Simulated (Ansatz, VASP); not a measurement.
Two plane-wave programs on WC

```
W C
1.0
     0.00000    2.17269    2.17269
     2.23787    0.00000    2.17269
     2.23787    2.17269    0.00000
W C
1 1
Direct
  0.00000 0.00000 0.00000
  0.50000 0.50000 0.50000
```

Change from the starting cell: strain +0.0300 x Voigt [1, 0, 0, 0, 0, 0], atoms carried along.

Alike in both runs: task single point; functional PBEsol; k mesh 24 × 24 × 24; occupations gaussian, width 0.15 eV; no spin polarisation.

```csv
,VASP,Ansatz
version,VASP 6.6.1,Ansatz 0.2.0
potentials or method,"VASP PAW PBE potentials, release 64 (W_sv, C), cutoff 520 eV","scalar-relativistic, plane waves, PAW"
valence electrons in the cell,18,18
```

|  | VASP | Ansatz | Ansatz less VASP |
| --- | --- | --- | --- |
| gap on the k mesh at the Fermi level (eV) | none | none | - |
| pressure (GPa) | -9.1 | -10.1 | -0.98 |
| traceless stress, the component that is largest in VASP (GPa) | -9.96 | -9.89 | +0.071 |

VASP's potentials were made for PBE, not for PBEsol. A gap of «none» marks a metal or a gap that the smearing closes. With one functional, cell and mesh, what is left measures potentials, basis and numerics.

Neither program's run includes spin-orbit coupling.
